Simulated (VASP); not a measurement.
Input of a VASP 6.6.1 run:

Contents of INCAR:

```
SYSTEM = BN
PREC = Accurate
ENCUT = 520
EDIFF = 1E-6
ISMEAR = 0
SIGMA = 0.018000000000000002
LREAL = .False.
LASPH = .True.
NELM = 60
ALGO = Normal
ISIF = 2
LWAVE = .False.
LCHARG = .False.
GGA = PE
NBANDS = 16
```

KPOINTS

```
Automatic mesh
0
Gamma
  12 12 4
  0 0 0
```

POSCAR

```
BN
1.0
    2.4982400000      0.0000000000      0.0000000000
   -1.2491200000      2.1635393048      0.0000000000
    0.0000000000      0.0000000000      6.6357000000
N B
2 2
Direct
    0.6666666667      0.3333333333      0.2500000000
    0.3333333333      0.6666666667      0.7500000000
    0.6666666667      0.3333333333      0.7500000000
    0.3333333333      0.6666666667      0.2500000000
```

Potentials or basis: VASP PAW PBE potentials, release 64 (N, B).

Run with:

```console
$ cat potpaw_PBE.64/N/POTCAR potpaw_PBE.64/B/POTCAR > POTCAR
$ mpirun -np 1 vasp_std > vasp.out
```

(1) What does it give for the band gap on the k mesh?

(2) Predict the pressure.

## Answers

(1) 4.29 eV, indirect (least direct gap 4.66 eV).

(2) 5.2 GPa.

Caveat: this functional lacks dispersion, which binds the layers, so the pressure and a relaxed spacing across them are unreliable.
